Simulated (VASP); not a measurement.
# La (P6_3/mmc) in VASP: single point with r2SCAN

Aim: the single point of La with r2SCAN.

Program: VASP 6.6.1. These are calculated values, not measurements. Logs are shortened: lines on timing, memory, paths and dates and some standing lists are left out, and cuts for length are marked.

## (1) The cell of the first run

It takes space group P6_3/mmc (No. 194, hexagonal). Conventional cell: a = 3.784 Å, b = 3.784 Å, c = 12.096 Å, α = 90.00°, β = 90.00°, γ = 120.00°. La (site symmetry -3m) has 12 La at 3.73 to 3.78 Å within 4.9 Å. Within 4.9 Å of La (site symmetry -6m2) lie 12 La at 3.73 to 3.78 Å.

## (2) Single point, r2SCAN

POSCAR

```
La
1.0
    3.7836834576      0.0000000000      0.0000000000
   -1.8918417288      3.2767659941      0.0000000000
    0.0000000000      0.0000000000     12.0958608784
La
4
Direct
    0.0000000000      0.0000000000      0.0000000000
    0.0000000000      0.0000000000      0.5000000000
    0.3333333333      0.6666666667      0.7500000000
    0.6666666667      0.3333333333      0.2500000000
```

INCAR.step1

```
  PREC = Accurate
  ENCUT = 520
  ISMEAR = 1
  SIGMA = 0.05
  LREAL = False
  LASPH = True
  NELM = 100
  NBANDS = 30
  GGA = PE
  ALGO = Normal
  EDIFF = 1E-4
  LWAVE = True
  LCHARG = False
```

INCAR.step2

```
  PREC = Accurate
  ENCUT = 520
  EDIFF = 1E-7
  ISMEAR = 1
  SIGMA = 0.05
  LREAL = False
  LASPH = True
  NELM = 100
  ALGO = Normal
  ISIF = 2
  LWAVE = False
  LCHARG = False
  METAGGA = R2SCAN
  LMIXTAU = True
  NBANDS = 30
  ISTART = 1
```

KPOINTS

```
regular mesh
0
Gamma
  6 6 2
```

Potentials or basis: VASP PAW PBE potentials, release 64 (La).

The run is started by

```
$ cat potpaw_PBE.64/La/POTCAR > POTCAR
$ cp INCAR.step1 INCAR
$ mpirun -np 1 vasp_std > vasp.out
$ cp INCAR.step2 INCAR
$ mpirun -np 1 vasp_std > vasp.out
```

OUTCAR:

```text
PREC = Accurate
   ENCUT = 520
   EDIFF = 1E-7
   ISMEAR = 1
   LREAL = False
   LASPH = True
   NELM = 100
   ISIF = 2
   METAGGA = R2SCAN
   ISTART = 1

 ion  position               nearest neighbor table
   1  0.000  0.000  0.000-
   2  0.000  0.000  0.500-
   3  0.333  0.667  0.750-
   4  0.667  0.333  0.250-

  LATTYP: Found a hexagonal cell.
 ALAT       =     3.7836834576
 C/A-ratio  =     3.1968479959

  Lattice vectors:

 A1 = (   3.7836834576,   0.0000000000,   0.0000000000)
 A2 = (  -1.8918417288,   3.2767659941,   0.0000000000)
 A3 = (   0.0000000000,   0.0000000000,  12.0958608784)

Analysis of symmetry for initial positions (statically):
=====================================================================
 Subroutine PRICEL returns:
 Original cell was already a primitive cell.

 Routine SETGRP: Setting up the symmetry group for a
 hexagonal supercell.

 Subroutine GETGRP returns: Found 24 space group operations
 (whereof 12 operations were pure point group operations)
 out of a pool of 24 trial point group operations.

The static configuration has the point symmetry D_3d.
 The point group associated with its full space group is D_6h.

Analysis of symmetry for dynamics (positions and initial velocities):
=====================================================================
 Subroutine PRICEL returns:
 Original cell was already a primitive cell.

 Routine SETGRP: Setting up the symmetry group for a
 hexagonal supercell.

 Subroutine GETGRP returns: Found 24 space group operations
 (whereof 12 operations were pure point group operations)
 out of a pool of 24 trial point group operations.

The dynamic configuration has the point symmetry D_3d.
 The point group associated with its full space group is D_6h.

 Subroutine INISYM returns: Found 24 space group operations
 (whereof 12 operations are pure point group operations),
 and found     1 'primitive' translations

----------------------------------------------------------------------------------------

                                     Primitive cell

  volume of cell :     149.9675

  direct lattice vectors                    reciprocal lattice vectors
     3.783683458  0.000000000  0.000000000     0.264292722  0.152589474  0.000000000
    -1.891841729  3.276765994  0.000000000     0.000000000  0.305178948  0.000000000
     0.000000000  0.000000000 12.095860878     0.000000000  0.000000000  0.082672909

  length of vectors
     3.783683458  3.783683458 12.095860878     0.305178948  0.305178948  0.082672909

  position of ions in fractional coordinates (direct lattice)
     0.000000000  0.000000000  0.000000000
     0.000000000  0.000000000  0.500000000
     0.333333333  0.666666667  0.750000000
     0.666666667  0.333333333  0.250000000

  ion indices of the primitive-cell ions
   primitive index   ion index
                 1           1
                 2           2
                 3           3
                 4           4

----------------------------------------------------------------------------------------

 KPOINTS: regular mesh

Automatic generation of k-mesh.
 Grid dimensions read from file:
 generate k-points for:    6    6    2

 Generating k-lattice:

  Cartesian coordinates                     Fractional coordinates (reciprocal lattice)
     0.044048787  0.025431579  0.000000000     0.166666667 -0.000000000  0.000000000
     0.000000000  0.050863158  0.000000000     0.000000000  0.166666667  0.000000000
     0.000000000  0.000000000  0.041336454     0.000000000  0.000000000  0.500000000

  Length of vectors
     0.050863158  0.050863158  0.041336454

  Shift w.r.t. Gamma in fractional coordinates (k-lattice)
     0.000000000  0.000000000  0.000000000

 Subroutine IBZKPT returns following result:
 ===========================================

 Found     14 irreducible k-points:

 Following reciprocal coordinates:
            Coordinates               Weight
  0.000000  0.000000  0.000000      1.000000
  0.166667  0.000000  0.000000      6.000000
  0.333333 -0.000000  0.000000      6.000000
  0.500000  0.000000  0.000000      3.000000
  0.166667  0.166667  0.000000      6.000000
  0.333333  0.166667  0.000000     12.000000
  0.333333  0.333333  0.000000      2.000000
  0.000000  0.000000  0.500000      1.000000
  0.166667  0.000000  0.500000      6.000000
  0.333333 -0.000000  0.500000      6.000000
  0.500000  0.000000  0.500000      3.000000
  0.166667  0.166667  0.500000      6.000000
  0.333333  0.166667  0.500000     12.000000
  0.333333  0.333333  0.500000      2.000000
   k-points           NKPTS =     14   k-points in BZ     NKDIM =     14   number of bands    NBANDS=     30
   number of dos      NEDOS =    301   number of ions     NIONS =      4
   total plane-waves  NPLWV =  70560
   dimension x,y,z NGX =    28 NGY =   28 NGZ =   90
   dimension x,y,z NGXF=    56 NGYF=   56 NGZF=  180
   ions per type =               4
   NGX,Y,Z   is equivalent  to a cutoff of  12.30, 12.30, 12.37 a.u.
   NGXF,Y,Z  is equivalent  to a cutoff of  24.61, 24.61, 24.74 a.u.
 SYSTEM =  unknown system
   PREC   = accura    normal or accurate (medium, high low for compatibility)
   ISTART =      1    job   : 0-new  1-cont  2-samecut
   ICHARG =      0    charge: 1-file 2-atom 10-const
   ISPIN  =      1    spin polarized calculation?
   LNONCOLLINEAR =      F non collinear calculations
   LSORBIT =      F    spin-orbit coupling
   LASPH  =      T    aspherical Exc in radial PAW
   ENCUT  =  520.0 eV  38.22 Ry    6.18 a.u.   7.04  7.04 22.49*2*pi/ulx,y,z
   NELM   =    100;   NELMIN=  2; NELMDL=  0     # of ELM steps
   EDIFF  = 0.1E-06   stopping-criterion for ELM
   LREAL  =      F    real-space projection
   EDIFFG = 0.1E-05   stopping-criterion for IOM
   NSW    =      0    number of steps for IOM
   IBRION =     -1    ionic relax: 0-MD 1-quasi-New 2-CG
   NFREE  =      0    steps in history (QN), initial steepest desc. (CG)
   ISIF   =      2    stress and relaxation
   ISYM   =      2    0-nonsym 1-usesym 2-fastsym
   POTIM  = 0.5000    time-step for ionic-motion
   TEBEG  =    0.0;   TEEND  =   0.0 temperature during run
   PSTRESS=    0.0 pullay stress
   NELECT =      44.0000    total number of electrons
   NUPDOWN=      -1.0000    fix difference up-down
   EMIN   =  10.00;   EMAX   =-10.00  energy-range for DOS
   EFERMI =   0.00;   METHOD = LEGACY
   ISMEAR =     1;   SIGMA  =   0.05  broadening in eV -4-tet -1-fermi 0-gaus
   EFERMI_NEDOS =   21; number of points for ismear=-14 and -15
   IALGO  =     38    algorithm
   IMIX   =      4    mixing-type and parameters
     AMIX     =   0.40;   BMIX     =  1.00
     AMIX_MAG =   1.60;   BMIX_MAG =  1.00
  volume/ion in A,a.u.               =      37.49       253.01
  Fermi-wavevector in a.u.,A,eV,Ry     =   1.087828  2.055696 16.100710  1.183369
  Thomas-Fermi vector in A             =   2.223996
   LORBIT       =      0    0 simple, 1 ext, 2 COOP (PROOUT), +10 PAW based schemes
   METAGGA = R2SCAN    functional components
   LHFCALC =     F    Hartree Fock is set to
   AEXX    =    0.0000 exact exchange contribution
   IVDW    =     0    specifies the selected vdW correction
   LEPSILON=     F    determine dielectric tensor
   LRPA    =     F    only Hartree local field effects (RPA)
 non-spin polarized calculation
 Methfessel and Paxton  Order N= 1 SIGMA  =   0.05
  energy-cutoff  :      520.00
  volume of cell :      149.97
 maximum number of plane-waves:      4071
   NGX = 15   NGY = 15   NGZ = 45

 number of electron      43.9999999 magnetization

 Free energy of the ion-electron system (eV)
  ---------------------------------------------------
  ext. energy  EPLUGINS =         0.00000000
  ---------------------------------------------------
  free energy    TOTEN  =      -119.00476176 eV

  energy without entropy =     -119.00482129  energy(sigma->0) =     -119.00478160

 E-fermi :   7.9365     XC(G=0): -10.1730

 val. band max:        7.8357317289   @ k =   0.3333   0.3333   0.0000
 cond. band min:       7.9456398400   @ k =   0.3333  -0.0000   0.0000
 fundamental gap:      0.1099081112
 Fermi energy:         7.9365421670

 k-point     1 :       0.0000    0.0000    0.0000
  band No.  band energies     occupation
      1     -26.2089      2.00000
      2     -26.1015      2.00000
      3     -26.0982      2.00000
      4     -25.9870      2.00000
      5     -10.1712      2.00000
      6      -9.4891      2.00000
[... 22 lines left out ...]
     29       9.5203      0.00000
     30       9.5363      0.00000

 k-point     2 :       0.1667    0.0000    0.0000
  band No.  band energies     occupation
      1     -26.1654      2.00000
      2     -26.0702      2.00000
      3     -26.0669      2.00000
      4     -25.9689      2.00000
      5     -10.0559      2.00000
      6      -9.5533      2.00000
[... 22 lines left out ...]
     29       9.5630      0.00000
     30       9.6974      0.00000

 k-point     3 :       0.3333   -0.0000    0.0000
  band No.  band energies     occupation
      1     -26.0690      2.00000
      2     -26.0067      2.00000
      3     -26.0034      2.00000
      4     -25.9400      2.00000
      5      -9.9040      2.00000
      6      -9.8913      2.00000
[... 22 lines left out ...]
     29       9.5113      0.00000
     30       9.7242      0.00000

 k-point     4 :       0.5000    0.0000    0.0000
  band No.  band energies     occupation
      1     -26.0090      2.00000
      2     -25.9745      2.00000
      3     -25.9711      2.00000
      4     -25.9364      2.00000
      5     -10.1090      2.00000
      6     -10.0779      2.00000
[... 22 lines left out ...]
     29       9.8607      0.00000
     30       9.8682      0.00000

 k-point     5 :       0.1667    0.1667    0.0000
  band No.  band energies     occupation
      1     -26.0950      2.00000
      2     -26.0227      2.00000
      3     -26.0194      2.00000
      4     -25.9457      2.00000
      5      -9.8557      2.00000
      6      -9.7415      2.00000
[... 22 lines left out ...]
     29       9.4545      0.00000
     30       9.4896      0.00000

 k-point     6 :       0.3333    0.1667    0.0000
  band No.  band energies     occupation
      1     -26.0099      2.00000
      2     -25.9745      2.00000
      3     -25.9712      2.00000
      4     -25.9357      2.00000
      5      -9.9825      2.00000
      6      -9.9528      2.00000
[... 22 lines left out ...]
     29       9.5549      0.00000
     30       9.7460      0.00000

 k-point     7 :       0.3333    0.3333    0.0000
  band No.  band energies     occupation
      1     -25.9583      2.00000
      2     -25.9583      2.00000
      3     -25.9553      2.00000
      4     -25.9551      2.00000
      5      -9.8728      2.00000
      6      -9.7561      2.00000
[... 22 lines left out ...]
     29       9.7140      0.00000
     30       9.7145      0.00000

 k-point     8 :       0.0000    0.0000    0.5000
  band No.  band energies     occupation
      1     -26.1773      2.00000
      2     -26.1773      2.00000
      3     -26.0204      2.00000
      4     -26.0204      2.00000
      5      -9.9783      2.00000
      6      -9.9783      2.00000
[... 22 lines left out ...]
     29       9.5473      0.00000
     30       9.5473      0.00000

 k-point     9 :       0.1667    0.0000    0.5000
  band No.  band energies     occupation
      1     -26.1373      2.00000
      2     -26.1373      2.00000
      3     -25.9984      2.00000
      4     -25.9984      2.00000
      5      -9.9099      2.00000
      6      -9.9099      2.00000
[... 22 lines left out ...]
     29       9.5690      0.00000
     30       9.6183      0.00000

 k-point    10 :       0.3333   -0.0000    0.5000
  band No.  band energies     occupation
      1     -26.0504      2.00000
      2     -26.0504      2.00000
      3     -25.9592      2.00000
      4     -25.9592      2.00000
      5      -9.8894      2.00000
      6      -9.8894      2.00000
[... 22 lines left out ...]
     29       9.5325      0.00000
     30       9.5325      0.00000

 k-point    11 :       0.5000    0.0000    0.5000
  band No.  band energies     occupation
      1     -25.9985      2.00000
      2     -25.9985      2.00000
      3     -25.9471      2.00000
      4     -25.9471      2.00000
      5     -10.0345      2.00000
      6     -10.0345      2.00000
[... 22 lines left out ...]
     29       9.7448      0.00000
     30       9.7448      0.00000

 k-point    12 :       0.1667    0.1667    0.5000
  band No.  band energies     occupation
      1     -26.0735      2.00000
      2     -26.0735      2.00000
      3     -25.9679      2.00000
      4     -25.9679      2.00000
      5      -9.8443      2.00000
      6      -9.8443      2.00000
[... 22 lines left out ...]
     29       9.6451      0.00000
     30       9.6451      0.00000

 k-point    13 :       0.3333    0.1667    0.5000
  band No.  band energies     occupation
      1     -25.9991      2.00000
      2     -25.9991      2.00000
      3     -25.9466      2.00000
      4     -25.9466      2.00000
      5      -9.9173      2.00000
      6      -9.9173      2.00000
[... 22 lines left out ...]
     29       9.6046      0.00000
     30       9.6046      0.00000

 k-point    14 :       0.3333    0.3333    0.5000
  band No.  band energies     occupation
      1     -25.9583      2.00000
      2     -25.9583      2.00000
      3     -25.9552      2.00000
      4     -25.9552      2.00000
      5      -9.8225      2.00000
      6      -9.8225      2.00000
[... 22 lines left out ...]
     29       9.7230      0.00000
     30       9.7285      0.00000

------------------------ aborting loop because EDIFF is reached ----------------------------------------

  FORCE on cell =-STRESS in cart. coord.  units (eV):
  Direction    XX          YY          ZZ          XY          YZ          ZX
  --------------------------------------------------------------------------------------
  -------------------------------------------------------------------------------------
  Total        0.0219304      0.0219304      0.1806907      0.0000000      0.0000000     -0.0000000
  in kB        0.2342938      0.2342938      1.9304089      0.0000000      0.0000000     -0.0000000
  external PRESSURE =       0.7996655 kB  Pullay stress =       0.0000000 kB

 VOLUME and BASIS-vectors are now :
 -----------------------------------------------------------------------------
  energy-cutoff  :      520.00
  volume of cell :      149.97
      direct lattice vectors                 reciprocal lattice vectors
     3.783683458  0.000000000  0.000000000     0.264292722  0.152589474  0.000000000
    -1.891841729  3.276765994  0.000000000     0.000000000  0.305178948  0.000000000
     0.000000000  0.000000000 12.095860878     0.000000000  0.000000000  0.082672909

 POSITION                                       TOTAL-FORCE (eV/Angst)
 -----------------------------------------------------------------------------------
      0.00000      0.00000      0.00000        -0.000000     -0.000000      0.000000
      0.00000      0.00000      6.04793        -0.000000     -0.000000      0.000000
     -0.00000      2.18451      9.07190        -0.000000      0.000000      0.000000
      1.89184      1.09226      3.02397         0.000000     -0.000000     -0.000000
 -----------------------------------------------------------------------------------
    total drift:                               -0.000000      0.000000      0.000000

  FREE ENERGIE OF THE ION-ELECTRON SYSTEM (eV)
  ---------------------------------------------------
  free  energy   TOTEN  =      -119.0047617626 eV

  energy  without entropy=     -119.0048212867  energy(sigma->0) =     -119.00478160
```

Run time: 6.3 min. Hardware: 1 thread of Intel Xeon Platinum 8488C (Sapphire Rapids), shared host; peak memory 0.3 GiB.

Results:

```
Free energy            : -119.0048 eV
Pressure               : 0.1 GPa
Band gap on the k mesh : zero (bands 22 and 23 overlap by 1.15 eV)
```

Caveat: the PAW data sets were made with another functional, which shifts forces and pressure a little; spin-orbit coupling is left out, which moves the levels of the heavy elements.

The gap in the log of VASP goes by the Fermi energy; the results here count the filled bands.